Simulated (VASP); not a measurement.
# Ti (I4/mmm) in VASP: further runs

The runs below take Ti through single point, with PBEsol.

Program: VASP 6.6.1. These are calculated values, not measurements. Logs are shortened: lines on timing, memory, paths and dates and some standing lists are left out, and cuts for length are marked.

## 1. The cell of the first run

The structure is tetragonal, space group I4/mmm (No. 139). The conventional cell has a = 2.764 Å, b = 2.764 Å, c = 4.328 Å, α = 90.00°, β = 90.00°, γ = 90.00°. Ti (site symmetry 4/mmm) has 12 Ti at 2.76 to 2.92 Å within 3.6 Å.

## 2. Single point, PBEsol (volume 16.537 Å^3 an atom, c/a of the conventional cell 1.5658)

Input file INCAR:

```
SYSTEM = Ti
PREC = Accurate
ENCUT = 520
EDIFF = 1E-7
ISMEAR = 0
SIGMA = 0.15
LREAL = .FALSE.
LASPH = .TRUE.
NELM = 80
ALGO = Fast
ISIF = 2
LWAVE = .FALSE.
LCHARG = .FALSE.
GGA = PS
NBANDS = 12
```

Input file KPOINTS:

```
regular mesh
0
G
  22 22 22
  0 0 0
```

Input file POSCAR:

```
Ti
1.0
   -1.3821320070      1.3821320070      2.1641422966
    1.3821320070     -1.3821320070      2.1641422966
    1.3821320070      1.3821320070     -2.1641422966
Ti
1
Direct
    0.0000000000      0.0000000000      0.0000000000
```

Potentials or basis: VASP PAW PBE potentials, release 64 (Ti_sv).

Command:

```bash
$ cat potpaw_PBE.64/Ti_sv/POTCAR > POTCAR
$ mpirun -np 1 vasp_std > vasp.out
```

OUTCAR:

```text
SYSTEM = Ti
   PREC = Accurate
   ENCUT = 520
   EDIFF = 1E-7
   ISMEAR = 0
   LREAL = .FALSE.
   LASPH = .TRUE.
   NELM = 80
   ISIF = 2
   GGA = PS

 ion  position               nearest neighbor table
   1  0.000  0.000  0.000-

  LATTYP: Found a body centered tetragonal cell.
 ALAT       =     2.7642640140
 C/A-ratio  =     1.5658000000

  Lattice vectors:

 A1 = (  -1.3821320070,   1.3821320070,   2.1641422966)
 A2 = (   1.3821320070,  -1.3821320070,   2.1641422966)
 A3 = (   1.3821320070,   1.3821320070,  -2.1641422966)

Analysis of symmetry for initial positions (statically):
=====================================================================
 Subroutine PRICEL returns:
 Original cell was already a primitive cell.

 Routine SETGRP: Setting up the symmetry group for a
 body centered tetragonal supercell.

 Subroutine GETGRP returns: Found 16 space group operations
 (whereof 16 operations were pure point group operations)
 out of a pool of 16 trial point group operations.

The static configuration has the point symmetry D_4h.

Analysis of symmetry for dynamics (positions and initial velocities):
=====================================================================
 Subroutine PRICEL returns:
 Original cell was already a primitive cell.

 Routine SETGRP: Setting up the symmetry group for a
 body centered tetragonal supercell.

 Subroutine GETGRP returns: Found 16 space group operations
 (whereof 16 operations were pure point group operations)
 out of a pool of 16 trial point group operations.

The dynamic configuration has the point symmetry D_4h.

 Subroutine INISYM returns: Found 16 space group operations
 (whereof 16 operations are pure point group operations),
 and found     1 'primitive' translations

----------------------------------------------------------------------------------------

                                     Primitive cell

  volume of cell :      16.5365

  direct lattice vectors                    reciprocal lattice vectors
    -1.382132007  1.382132007  2.164142297     0.000000000  0.361759946  0.231038412
     1.382132007 -1.382132007  2.164142297     0.361759946  0.000000000  0.231038412
     1.382132007  1.382132007 -2.164142297     0.361759946  0.361759946  0.000000000

  length of vectors
     2.916177232  2.916177232  2.916177232     0.429242363  0.429242363  0.511605822

  position of ions in fractional coordinates (direct lattice)
     0.000000000  0.000000000  0.000000000

[... 78 lines left out ...]
   NSW    =      0    number of steps for IOM
   IBRION =     -1    ionic relax: 0-MD 1-quasi-New 2-CG
   NFREE  =      0    steps in history (QN), initial steepest desc. (CG)
   ISIF   =      2    stress and relaxation
   ISYM   =      2    0-nonsym 1-usesym 2-fastsym
   POTIM  = 0.5000    time-step for ionic-motion
   TEBEG  =    0.0;   TEEND  =   0.0 temperature during run
   PSTRESS=    0.0 pullay stress
   NELECT =      12.0000    total number of electrons
   NUPDOWN=      -1.0000    fix difference up-down
   EMIN   =  10.00;   EMAX   =-10.00  energy-range for DOS
   EFERMI =   0.00;   METHOD = LEGACY
   ISMEAR =     0;   SIGMA  =   0.15  broadening in eV -4-tet -1-fermi 0-gaus
   EFERMI_NEDOS =   21; number of points for ismear=-14 and -15
   IALGO  =     68    algorithm
   IMIX   =      4    mixing-type and parameters
     AMIX     =   0.40;   BMIX     =  1.00
     AMIX_MAG =   1.60;   BMIX_MAG =  1.00
  volume/ion in A,a.u.               =      16.54       111.59
  Fermi-wavevector in a.u.,A,eV,Ry     =   1.471139  2.780049 29.446397  2.164249
  Thomas-Fermi vector in A             =   2.586311
   LORBIT       =      0    0 simple, 1 ext, 2 COOP (PROOUT), +10 PAW based schemes
   GGA     = PS    functional components
   LHFCALC =     F    Hartree Fock is set to
   AEXX    =    0.0000 exact exchange contribution
   IVDW    =     0    specifies the selected vdW correction
   LEPSILON=     F    determine dielectric tensor
   LRPA    =     F    only Hartree local field effects (RPA)
 non-spin polarized calculation
 RMM-DIIS sequential band-by-band and
 Gauss-broadening in eV      SIGMA  =   0.15
  energy-cutoff  :      520.00
  volume of cell :       16.54
 maximum number of plane-waves:       460
 NGX is ok and might be reduce to    24
   NGX = 11   NGY = 11   NGZ = 11

 number of electron      12.0000002 magnetization

 Free energy of the ion-electron system (eV)
  ---------------------------------------------------
  ext. energy  EPLUGINS =         0.00000000
  ---------------------------------------------------
  free energy    TOTEN  =        -8.28123013 eV

  energy without entropy =       -8.25974967  energy(sigma->0) =       -8.27048990

 E-fermi :   8.5848     XC(G=0): -11.8717

 val. band max:        8.5838438177   @ k =  -0.0455  -0.3182   0.0455
 cond. band min:       8.5851795266   @ k =  -0.1364   0.5000   0.0455
 fundamental gap:      0.0013357089
 Fermi energy:         8.5848451001

 k-point     1 :       0.0000    0.0000    0.0000
  band No.  band energies     occupation
      1     -47.7798      2.00000
      2     -23.6856      2.00000
      3     -23.6575      2.00000
      4     -23.6575      2.00000
      5       2.4164      2.00000
      6       8.9611      0.00039
      7       9.8725      0.00000
      8       9.8725      0.00000
      9      10.6696      0.00000
     10      11.7365      0.00000
     11      24.3300      0.00000
     12      27.2251      0.00000
[... 331 lines left out ...]
 k-point    24 :      -0.4545    0.0455    0.0000
  band No.  band energies     occupation
      1     -47.6277      2.00000
      2     -24.4473      2.00000
      3     -23.8245      2.00000
      4     -23.7135      2.00000
      5       5.9110      2.00000
      6       9.0283      0.00003
      7       9.0939      0.00000
      8       9.8961      0.00000
      9      12.2395      0.00000
     10      12.5287      0.00000
     11      17.7545      0.00000
     12      23.3094      0.00000

 [... further k-points ...]
[... 5 lines left out ...]
  --------------------------------------------------------------------------------------
  -------------------------------------------------------------------------------------
  Total        0.1621505      0.1621505     -0.1394175      0.0000000      0.0000000      0.0000000
  in kB       15.7102840     15.7102840    -13.5077499      0.0000000      0.0000000      0.0000000
  external PRESSURE =       5.9709394 kB  Pullay stress =       0.0000000 kB

 VOLUME and BASIS-vectors are now :
 -----------------------------------------------------------------------------
  energy-cutoff  :      520.00
  volume of cell :       16.54
      direct lattice vectors                 reciprocal lattice vectors
    -1.382132007  1.382132007  2.164142297     0.000000000  0.361759946  0.231038412
     1.382132007 -1.382132007  2.164142297     0.361759946  0.000000000  0.231038412
     1.382132007  1.382132007 -2.164142297     0.361759946  0.361759946  0.000000000

 POSITION                                       TOTAL-FORCE (eV/Angst)
 -----------------------------------------------------------------------------------
      0.00000      0.00000      0.00000         0.000000     -0.000000     -0.000000
 -----------------------------------------------------------------------------------
    total drift:                                0.000000     -0.000000     -0.000000

  FREE ENERGIE OF THE ION-ELECTRON SYSTEM (eV)
  ---------------------------------------------------
  free  energy   TOTEN  =        -8.2812301253 eV

  energy  without entropy=       -8.2597496733  energy(sigma->0) =       -8.27048990
```

stdout:

```text
POSCAR found type information on POSCAR Ti
 POSCAR found :  1 types and       1 ions
 scaLAPACK will be used
 -----------------------------------------------------------------------------
|                                                                             |
|                                                                             |
|     You enforced a specific xc type in the INCAR file but a different       |
[... 61 lines left out ...]
WARNING in EDDRMM: call to ZHEGV failed, returncode =   6  3      7
WARNING in EDDRMM: call to ZHEGV failed, returncode =   6  3      8
WARNING in EDDRMM: call to ZHEGV failed, returncode =   8  4      6
WARNING in EDDRMM: call to ZHEGV failed, returncode =   8  4      8
WARNING in EDDRMM: call to ZHEGV failed, returncode =   8  4      6
WARNING in EDDRMM: call to ZHEGV failed, returncode =   6  3      7
WARNING in EDDRMM: call to ZHEGV failed, returncode =   6  3     11
```

It took 1.9 min on 1 thread of Intel Xeon 6975P-C (Granite Rapids), shared host; peak memory 0.28 GiB.

What came out:

* Free energy: -8.2812 eV
* Pressure: 0.6 GPa
* Band gap on the k mesh: zero (band 6 reaches 9.25 eV, above the bottom of band 7 at 7.95 eV)

Caveat: the PAW data sets were made with another functional, which shifts forces and pressure a little.

## 3. Single point, PBEsol (volume 16.537 Å^3 an atom, c/a of the conventional cell 1.1612)

Input file INCAR:

```
PREC = Accurate
ENCUT = 520
EDIFF = 1E-6
ISMEAR = 0
SIGMA = 0.15
LREAL = F
LASPH = T
NELM = 60
ALGO = Fast
ISIF = 2
LWAVE = F
LCHARG = F
GGA = PS
NBANDS = 12
```

Input file KPOINTS:

```
Automatic mesh
0
Gamma
  22 22 22
```

Input file POSCAR:

```
Ti
1.0
   -1.5269539680      1.5269539680      1.7730989476
    1.5269539680     -1.5269539680      1.7730989476
    1.5269539680      1.5269539680     -1.7730989476
Ti
1
Direct
    0.0000000000      0.0000000000      0.0000000000
```

Potentials or basis: VASP PAW PBE potentials, release 64 (Ti_sv).

Command:

```bash
$ cat potpaw_PBE.64/Ti_sv/POTCAR > POTCAR
$ mpirun -np 1 vasp_std > vasp.out
```

It took 1.9 min on 1 thread of Intel Xeon 6975P-C (Granite Rapids), shared host; peak memory 0.27 GiB.

It converged, with:

- Free energy: -8.2611 eV
- Pressure: 0.3 GPa
- Band gap on the k mesh: zero (band 6 reaches 9.53 eV, above the bottom of band 7 at 7.89 eV)

Stress tensor (GPa, compression positive):
```
-0.59  0.00  0.00
 0.00 -0.59  0.00
 0.00  0.00  2.08
```

Levels at points of the mesh, in eV from the Fermi level:
| k point | band 2 | band 3 | band 4 | band 5 | band 6 | band 7 | band 8 | band 9 | band 10 | band 11 |
| --- | --- | --- | --- | --- | --- | --- | --- | --- | --- | --- |
| (0.00, 0.00, 0.00) | -32.19 | -32.19 | -32.18 | -6.12 | 0.74 | 0.74 | 1.72 | 2.08 | 3.20 | 16.28 |
| (0.50, 0.00, 0.00) | -32.99 | -32.39 | -32.20 | -2.63 | -0.01 | 0.98 | 1.96 | 3.44 | 4.30 | 8.95 |
| (0.50, 0.50, 0.00) | -32.96 | -32.47 | -32.28 | -2.68 | -1.29 | 2.00 | 3.54 | 3.60 | 4.53 | 10.06 |
| (0.50, 0.50, 0.50) | -32.86 | -32.63 | -32.63 | -2.54 | -2.10 | 3.93 | 4.19 | 4.19 | 6.03 | 10.18 |

Caveat: the PAW data sets were made with another functional, which shifts forces and pressure a little.

(Part 1 of 2 ends here.)
